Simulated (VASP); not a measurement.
# P: single point with PBEsol

The system is P.

```xyz
16
Lattice="-3.4969 -6.0568 0.0000 3.4969 -6.0568 0.0000 0.0000 -4.0378 6.3417" Properties=species:S:1:pos:R:3 pbc="T T T"
P     0.0352   -6.0815    2.2574
P    -0.1814   -8.5192    5.4415
P     1.3786   -9.2159    2.0097
P     1.8351  -11.4127    5.2521
P    -1.9879   -9.0729    2.0559
P    -1.8503  -11.3146    5.1665
P    -0.1144  -12.1241    2.2561
P    -0.1651  -14.1174    5.7795
P    -0.2556   -2.2401    1.0239
P    -0.0065   -3.9603    4.3052
P     1.6959   -5.1591    0.9764
P     1.6153   -7.4303    3.9620
P    -1.6209   -5.3701    0.8685
P    -1.7647   -7.1894    4.1903
P    -0.3343   -8.0972    0.4437
P    -0.0115  -10.4954    4.0343
```

This cell differs from its parent crystal: dynamics (nvt langevin) at 1200 K, volume x 1.04, from the last frame before.

```json
{
 "Program": "VASP 6.6.1",
 "Task": "single point",
 "Functional": "PBEsol",
 "Potentials or basis": "VASP PAW PBE potentials, release 64 (P)",
 "Cutoff": "400 eV",
 "k mesh": "2 × 2 × 2, shifted",
 "Occupations": "fermi-dirac, width 0.1034 eV",
 "Spin": "no spin polarisation"
}
```

```
Pressure               : -6.4 GPa
Largest force          : 2.317 eV/Å
Band gap on the k mesh : zero (bands 40 and 41 overlap by 0.56 eV)
```

Forces in eV/Å, atoms in the order of the input:
```
P   -0.425  0.157 -0.399
P    0.461  1.340 -1.052
P    0.825 -0.045 -0.421
P   -0.459  1.926  0.700
P    0.907 -0.480 -0.421
P   -0.118 -0.227 -0.484
P   -0.066 -0.835 -0.638
P   -0.007 -0.244 -2.046
P   -0.350  0.095 -0.182
P   -0.251 -1.331 -0.581
P    0.030  0.230  0.557
P    0.232  0.201  1.273
P   -0.992  0.881  1.075
P   -0.023 -1.992  0.028
P    0.449 -0.244  2.260
P   -0.213  0.567  0.331
```

Stress tensor (GPa, compression positive):
```
-6.90 -0.10  1.57
-0.10 -4.52  2.36
 1.57  2.36 -7.69
```

Levels at points of the mesh, in eV from the Fermi level:
```tsv
k point	band 36	band 37	band 38	band 39	band 40	band 41	band 42	band 43	band 44	band 45
(0.25, 0.25, 0.25)	-1.69	-1.40	-1.27	-0.87	-0.46	-0.21	0.36	0.43	0.82	0.96
```

Run time: 46 s on 1 thread of Intel(R) Xeon(R) 6975P-C (Granite Rapids), with other jobs on the host, peak memory 0.3 GiB.

Caveat: the cell stands under tension; the atoms stand as in a frame of molecular dynamics; the PAW data sets were made with another functional, which shifts forces and pressure a little.
